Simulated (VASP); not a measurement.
# Ti8O17 (a cell with a defect) in VASP: single point with PBE

Aim: the single point of Ti8O17 (a cell with a defect) with PBE.

Program: VASP 6.6.1. These are calculated values, not measurements. Logs are shortened: lines on timing, memory, paths and dates and some standing lists are left out, and cuts for length are marked.

## (1) The cell of the first run

The cell holds a defect, 25 atoms: a = 6.567 Å, b = 6.567 Å, c = 5.927 Å, α = 90.00°, β = 90.00°, γ = 90.00°.

## (2) Single point, PBE

File INCAR:

```
PREC = Accurate ; ENCUT = 520
EDIFF = 1E-6 ; ISMEAR = -1
SIGMA = 0.01 ; LREAL = F
LASPH = T ; NELM = 120
ALGO = Normal ; ISIF = 2
LWAVE = F ; LCHARG = F
GGA = PE ; NBANDS = 117
GGA_COMPAT = F
```

File KPOINTS:

```
regular mesh
0
Gamma
  1 1 1
```

File POSCAR:

```
Ti8O17
1.0
    4.6435389800      4.6435389800      0.0000000000
   -4.6435389800      4.6435389800      0.0000000000
    0.0000000000      0.0000000000      5.9273749100
Ti O
8 17
Direct
    0.0133307807      0.5140882870     -0.0299844371
    0.4984762721      0.0133264737     -0.0343551746
   -0.0204455051      0.0144429713      0.2120414212
    0.5136160179      0.5133386433      0.2154236942
    0.0067359185      0.5132011404      0.4721008950
    0.4819055056      0.0129433607      0.4700418047
   -0.0126658784      0.0128181329      0.7183323250
    0.5188019333      0.5133858056      0.7183510516
    0.2150064863      0.3994912088      0.2636995337
    0.6903801204      0.0131128435      0.2766742487
   -0.0269383977      0.2164985595      0.0126814992
    0.5182453535      0.7177130448      0.0172924780
   -0.0269901901      0.8122800339      0.0126885849
    0.5182385698      0.3086774992      0.0176840510
    0.2775445637      0.0140827934      0.2660682046
    0.8023265264      0.5132709148      0.2786920053
    0.2183693309      0.5130086148      0.7788115431
    0.6946100838      0.0121734738      0.7619077701
   -0.0118439837      0.2192228825      0.5268561627
    0.5024240154      0.7187631060      0.5229939133
   -0.0100474014      0.8074237163      0.5260111006
    0.5060840471      0.3059453159      0.5265145275
    0.2869497824      0.0134271512      0.7772270305
    0.8118184247      0.5148561281      0.7625632035
    0.2106722920      0.6257938207      0.2539387204
```

Potentials or basis: VASP PAW PBE potentials, release 64 (Ti_sv, O).

On the command line:

```sh
$ cat potpaw_PBE.64/Ti_sv/POTCAR potpaw_PBE.64/O/POTCAR > POTCAR
$ mpirun -np 1 vasp_gam > vasp.out
```

OUTCAR:

```text
PREC = Accurate
   ENCUT = 520
   EDIFF = 1E-6
   ISMEAR = -1
   LREAL = F
   LASPH = T
   NELM = 120
   ISIF = 2
   GGA = PE

 ion  position               nearest neighbor table
   1  0.013  0.514  0.970-  17 1.76  24 1.81  11 1.99  13 1.99  25 2.25  16 2.30   9 2.31
   2  0.498  0.013  0.966-  18 1.77  23 1.78  14 1.97  12 1.97  10 2.23  15 2.30
   3  0.980  0.014  0.212-  11 1.78  13 1.78  10 1.94  15 1.98  19 2.30  21 2.31
   4  0.514  0.513  0.215-  14 1.78  12 1.78  16 1.93   9 2.12  25 2.13  20 2.27  22 2.29
   5  0.007  0.513  0.472-  16 1.77  19 1.96  21 1.96   9 1.99  25 2.00  24 2.15  17 2.29
   6  0.482  0.013  0.470-  10 1.79  15 1.81  22 1.96  20 1.96  18 2.22  23 2.23
   7  0.987  0.013  0.718-  21 1.77  19 1.77  18 1.94  23 2.00  13 2.19  11 2.20
   8  0.519  0.513  0.718-  22 1.78  20 1.78  24 1.94  17 2.01  12 2.22  14 2.23
   9  0.215  0.399  0.264-  25 1.49   5 1.99   4 2.12   1 2.31
  10  0.690  0.013  0.277-   6 1.79   3 1.94   2 2.23
  11  0.973  0.216  0.013-   3 1.78   1 1.99   7 2.20
  12  0.518  0.718  0.017-   4 1.78   2 1.97   8 2.22
  13  0.973  0.812  0.013-   3 1.78   1 1.99   7 2.19
  14  0.518  0.309  0.018-   4 1.78   2 1.97   8 2.23
  15  0.278  0.014  0.266-   6 1.81   3 1.98   2 2.30
  16  0.802  0.513  0.279-   5 1.77   4 1.93   1 2.30
  17  0.218  0.513  0.779-   1 1.76   8 2.01   5 2.29
  18  0.695  0.012  0.762-   2 1.77   7 1.94   6 2.22
  19  0.988  0.219  0.527-   7 1.77   5 1.96   3 2.30
  20  0.502  0.719  0.523-   8 1.78   6 1.96   4 2.27
  21  0.990  0.807  0.526-   7 1.77   5 1.96   3 2.31
  22  0.506  0.306  0.527-   8 1.78   6 1.96   4 2.29
  23  0.287  0.013  0.777-   2 1.78   7 2.00   6 2.23
  24  0.812  0.515  0.763-   1 1.81   8 1.94   5 2.15
  25  0.211  0.626  0.254-   9 1.49   5 2.00   4 2.13   1 2.25

  LATTYP: Found a simple tetragonal cell.
 ALAT       =     6.5669558029
 C/A-ratio  =     0.9026061828

  Lattice vectors:

 A1 = (   4.6435389800,   4.6435389800,   0.0000000000)
 A2 = (  -4.6435389800,   4.6435389800,   0.0000000000)
 A3 = (   0.0000000000,   0.0000000000,   5.9273749100)

Analysis of symmetry for initial positions (statically):
=====================================================================
 Subroutine PRICEL returns:
 Original cell was already a primitive cell.

 Routine SETGRP: Setting up the symmetry group for a
 simple tetragonal supercell.

 Subroutine GETGRP returns: Found  1 space group operations
 (whereof  1 operations were pure point group operations)
 out of a pool of 16 trial point group operations.

The static configuration has the point symmetry C_1 .

Analysis of symmetry for dynamics (positions and initial velocities):
=====================================================================
 Subroutine PRICEL returns:
 Original cell was already a primitive cell.

 Routine SETGRP: Setting up the symmetry group for a
 simple tetragonal supercell.

 Subroutine GETGRP returns: Found  1 space group operations
 (whereof  1 operations were pure point group operations)
 out of a pool of 16 trial point group operations.

The dynamic configuration has the point symmetry C_1 .

 Subroutine INISYM returns: Found  1 space group operations
 (whereof  1 operations are pure point group operations),
 and found     1 'primitive' translations

----------------------------------------------------------------------------------------

                                     Primitive cell

  volume of cell :     255.6175

  direct lattice vectors                    reciprocal lattice vectors
     4.643538980  4.643538980  0.000000000     0.107676495  0.107676495  0.000000000
    -4.643538980  4.643538980  0.000000000    -0.107676495  0.107676495  0.000000000
     0.000000000  0.000000000  5.927374910     0.000000000  0.000000000  0.168708748

  length of vectors
     6.566955803  6.566955803  5.927374910     0.152277559  0.152277559  0.168708748

  position of ions in fractional coordinates (direct lattice)
     0.013330781  0.514088287  0.970015563
     0.498476272  0.013326474  0.965644825
     0.979554495  0.014442971  0.212041421
     0.513616018  0.513338643  0.215423694
     0.006735918  0.513201140  0.472100895
     0.481905506  0.012943361  0.470041805
[... 17 lines left out ...]
     0.811818425  0.514856128  0.762563204
     0.210672292  0.625793821  0.253938720

  ion indices of the primitive-cell ions
   primitive index   ion index
                 1           1
                 2           2
                 3           3
                 4           4
                 5           5
                 6           6
[... 17 lines left out ...]
                24          24
                25          25

----------------------------------------------------------------------------------------

 KPOINTS: regular mesh

Automatic generation of k-mesh.
 Grid dimensions read from file:
 generate k-points for:    1    1    1

 Generating k-lattice:

  Cartesian coordinates                     Fractional coordinates (reciprocal lattice)
     0.107676495  0.107676495  0.000000000     1.000000000  0.000000000  0.000000000
    -0.107676495  0.107676495  0.000000000     0.000000000  1.000000000  0.000000000
     0.000000000  0.000000000  0.168708748     0.000000000  0.000000000  1.000000000

  Length of vectors
     0.152277559  0.152277559  0.168708748

  Shift w.r.t. Gamma in fractional coordinates (k-lattice)
     0.000000000  0.000000000  0.000000000

 Subroutine IBZKPT returns following result:
 ===========================================

 Found      1 irreducible k-points:

 Following reciprocal coordinates:
            Coordinates               Weight
  0.000000  0.000000  0.000000      1.000000
   k-points           NKPTS =      1   k-points in BZ     NKDIM =      1   number of bands    NBANDS=    117
   number of dos      NEDOS =    301   number of ions     NIONS =     25
   total plane-waves  NPLWV = 120000
   dimension x,y,z NGX =    50 NGY =   50 NGZ =   48
   dimension x,y,z NGXF=   100 NGYF=  100 NGZF=   96
   ions per type =               8  17
   NGX,Y,Z   is equivalent  to a cutoff of  12.66, 12.66, 13.46 a.u.
   NGXF,Y,Z  is equivalent  to a cutoff of  25.32, 25.32, 26.93 a.u.
 SYSTEM =  unknown system
   PREC   = accura    normal or accurate (medium, high low for compatibility)
   ISTART =      0    job   : 0-new  1-cont  2-samecut
   ICHARG =      2    charge: 1-file 2-atom 10-const
   ISPIN  =      1    spin polarized calculation?
   LNONCOLLINEAR =      F non collinear calculations
   LSORBIT =      F    spin-orbit coupling
   LASPH  =      T    aspherical Exc in radial PAW
   ENCUT  =  520.0 eV  38.22 Ry    6.18 a.u.  12.21 12.21 11.02*2*pi/ulx,y,z
   NELM   =    120;   NELMIN=  2; NELMDL= -5     # of ELM steps
   EDIFF  = 0.1E-05   stopping-criterion for ELM
   LREAL  =      F    real-space projection
   EDIFFG = 0.1E-04   stopping-criterion for IOM
   NSW    =      0    number of steps for IOM
   IBRION =     -1    ionic relax: 0-MD 1-quasi-New 2-CG
   NFREE  =      0    steps in history (QN), initial steepest desc. (CG)
   ISIF   =      2    stress and relaxation
   ISYM   =      2    0-nonsym 1-usesym 2-fastsym
   POTIM  = 0.5000    time-step for ionic-motion
   TEBEG  =    0.0;   TEEND  =   0.0 temperature during run
   PSTRESS=    0.0 pullay stress
   NELECT =     198.0000    total number of electrons
   NUPDOWN=      -1.0000    fix difference up-down
   EMIN   =  10.00;   EMAX   =-10.00  energy-range for DOS
   EFERMI =   0.00;   METHOD = LEGACY
   ISMEAR =    -1;   SIGMA  =   0.01  broadening in eV -4-tet -1-fermi 0-gaus
   EFERMI_NEDOS =   21; number of points for ismear=-14 and -15
   IALGO  =     38    algorithm
   IMIX   =      4    mixing-type and parameters
     AMIX     =   0.40;   BMIX     =  1.00
     AMIX_MAG =   1.60;   BMIX_MAG =  1.00
  volume/ion in A,a.u.               =      10.22        69.00
  Fermi-wavevector in a.u.,A,eV,Ry     =   1.503487  2.841179 30.755608  2.260473
  Thomas-Fermi vector in A             =   2.614591
   LORBIT       =      0    0 simple, 1 ext, 2 COOP (PROOUT), +10 PAW based schemes
   GGA     = PE    functional components
   LHFCALC =     F    Hartree Fock is set to
   AEXX    =    0.0000 exact exchange contribution
   IVDW    =     0    specifies the selected vdW correction
   LEPSILON=     F    determine dielectric tensor
   LRPA    =     F    only Hartree local field effects (RPA)
 non-spin polarized calculation
  energy-cutoff  :      520.00
  volume of cell :      255.62
 maximum number of plane-waves:      3432
 NGX is ok and might be reduce to    50
   NGX = 25   NGY = 25   NGZ = 23

 number of electron     198.0000021 magnetization

 Free energy of the ion-electron system (eV)
  ---------------------------------------------------
  ext. energy  EPLUGINS =         0.00000000
  ---------------------------------------------------
  free energy    TOTEN  =      -216.34668904 eV

  energy without entropy =     -216.34668904  energy(sigma->0) =     -216.34668904

 E-fermi :   5.0569     XC(G=0): -11.4392

 val. band max:        4.7440740619   @ k =   0.0000   0.0000   0.0000
 cond. band min:       7.2943232963   @ k =   0.0000   0.0000   0.0000
 fundamental gap:      2.5502492345
 Fermi energy:         5.0569096246

 k-point     1 :       0.0000    0.0000    0.0000
  band No.  band energies     occupation
      1     -51.8683      2.00000
      2     -51.8190      2.00000
      3     -51.7288      2.00000
      4     -51.6103      2.00000
      5     -51.6027      2.00000
      6     -51.4628      2.00000
[... 103 lines left out ...]
    110       8.4399      0.00000
    111       8.5058      0.00000
 [bands above 111 left out]

------------------------ aborting loop because EDIFF is reached ----------------------------------------

  FORCE on cell =-STRESS in cart. coord.  units (eV):
  Direction    XX          YY          ZZ          XY          YZ          ZX
  --------------------------------------------------------------------------------------
  -------------------------------------------------------------------------------------
  Total       14.6944983     14.4166326     24.0787156      1.9580434     -0.5517255     -0.0925829
  in kB       92.1032086     90.3615824    150.9222651     12.2727622     -3.4581436     -0.5802978
  external PRESSURE =     111.1290187 kB  Pullay stress =       0.0000000 kB

 VOLUME and BASIS-vectors are now :
 -----------------------------------------------------------------------------
  energy-cutoff  :      520.00
  volume of cell :      255.62
      direct lattice vectors                 reciprocal lattice vectors
     4.643538980  4.643538980  0.000000000     0.107676495  0.107676495  0.000000000
    -4.643538980  4.643538980  0.000000000    -0.107676495  0.107676495  0.000000000
     0.000000000  0.000000000  5.927374910     0.000000000  0.000000000  0.168708748

 POSITION                                       TOTAL-FORCE (eV/Angst)
 -----------------------------------------------------------------------------------
     -2.32529      2.44909      5.74965        -0.028059     -0.023290      0.112138
      2.25281      2.37658      5.72374        -0.004608     -0.007856      0.129166
      4.48153      4.61567      1.25685         0.015065      0.013556      0.127090
      0.00129      4.76870      1.27690         0.005970      0.004061      0.128709
     -2.35179      2.41435      2.79832         0.007788      0.019524      0.116213
      2.17764      2.29785      2.78611        -0.001128     -0.005642      0.104326
[... 17 lines left out ...]
      1.37896      6.16046      4.52000        -0.028528     -0.020917     -0.050952
     -1.92763      3.88416      1.50519        -0.220867      0.211512     -0.062827
 -----------------------------------------------------------------------------------
    total drift:                               -0.002334      0.001069      0.002918

  FREE ENERGIE OF THE ION-ELECTRON SYSTEM (eV)
  ---------------------------------------------------
  free  energy   TOTEN  =      -216.3466890428 eV

  energy  without entropy=     -216.3466890428  energy(sigma->0) =     -216.34668904
```

It took 34 s on 1 thread of Intel Xeon 6975P-C (Granite Rapids), shared host; peak memory 0.31 GiB.

What came out:

* Free energy: -216.3467 eV
* Pressure: 11.1 GPa
* Largest force: 0.312 eV/Å

Forces in eV/Å, atoms in the order of the input:
```
Ti  -0.028 -0.023  0.112
Ti  -0.005 -0.008  0.129
Ti   0.015  0.014  0.127
Ti   0.006  0.004  0.129
Ti   0.008  0.020  0.116
Ti  -0.001 -0.006  0.104
Ti   0.005  0.014  0.119
Ti  -0.015 -0.014  0.117
O    0.244 -0.178  0.017
O    0.029  0.028 -0.052
O   -0.041  0.044 -0.061
O   -0.027  0.036 -0.064
O    0.025 -0.040 -0.064
O    0.040 -0.038 -0.064
O   -0.030 -0.027 -0.057
O   -0.029 -0.037 -0.065
O    0.043  0.047 -0.070
O    0.040  0.032 -0.067
O   -0.033  0.026 -0.059
O   -0.031  0.021 -0.065
O    0.031 -0.030 -0.062
O    0.039 -0.030 -0.052
O   -0.037 -0.044 -0.056
O   -0.029 -0.021 -0.051
O   -0.221  0.212 -0.063
```

Levels at points of the mesh, in eV from the Fermi level:
| k point | band 95 | band 96 | band 97 | band 98 | band 99 | band 100 | band 101 | band 102 | band 103 | band 104 |
| --- | --- | --- | --- | --- | --- | --- | --- | --- | --- | --- |
| (0.00, 0.00, 0.00) | -1.07 | -0.81 | -0.79 | -0.52 | -0.31 | 2.24 | 2.35 | 2.60 | 2.88 | 2.97 |

Caveat: the k points lie up to 1.06 Å⁻¹ apart.
